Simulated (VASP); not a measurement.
Wanted: the native input for a VASP 6.6.1 run.

| Item | Value |
| --- | --- |
| Task | single point |
| Functional | PBE |
| Potentials or basis | VASP PAW PBE potentials, release 64 (Ti_sv, I) |
| Cutoff | 520 eV |
| k mesh | 14 × 14 × 1 |
| Occupations | gaussian, width 0.1 eV |
| Spin | collinear spin, ferromagnetic start |
| Starting moments | [0.47, 0.0, 0.0] μB |
| Dipole correction | yes |
| Further INCAR settings | ALGO = Normal; EDIFF = 1e-06; NBANDS = 24 |

The structure of TiI2 lies in POSCAR:

```
TiI2
1.0
    3.5213874350      0.0000000000      0.0000000000
    0.0000000000      3.5213874350      0.0000000000
    0.0000000000      0.0000000000     30.3190636000
Ti I
1 2
Direct
    0.0000000000      0.0000000000      0.2968429408
    0.5000000000      0.5000000000      0.2399030014
    0.5000000000      0.5000000000      0.3537828802
```

One way to write it, as run:

INCAR

```
SYSTEM = TiI2
PREC = Accurate ; ENCUT = 520
EDIFF = 1E-6 ; ISMEAR = 0
SIGMA = 0.1 ; LREAL = .False.
LASPH = .True. ; NELM = 150
ALGO = Normal ; ISIF = 2
LWAVE = .False. ; LCHARG = .False.
ISPIN = 2 ; MAGMOM = 0.47 0 0
LORBIT = 11 ; LMAXMIX = 4
LDIPOL = .True. ; IDIPOL = 3
DIPOL = 0.5 0.5 0.297 ; GGA = PE
NBANDS = 24
```

KPOINTS

```
Automatic mesh
0
Gamma
  14 14 1
  0 0 0
```

Potentials or basis: VASP PAW PBE potentials, release 64 (Ti_sv, I).

Launch:

```bash
$ cat potpaw_PBE.64/Ti_sv/POTCAR potpaw_PBE.64/I/POTCAR > POTCAR
$ mpirun -np 1 vasp_std > vasp.out
```

It gave:

| Item | Value |
| --- | --- |
| Net moment | 0.46 μB per cell |
| Site moments | Ti +0.38; I -0.02 μB |
| Valence electrons inside the program's atomic spheres | Ti 10.08; I 4.32 |

Wall time 17 min on 1 thread of Intel(R) Xeon(R) Platinum 8488C (Sapphire Rapids), on a shared host, peak memory 0.93 GiB.
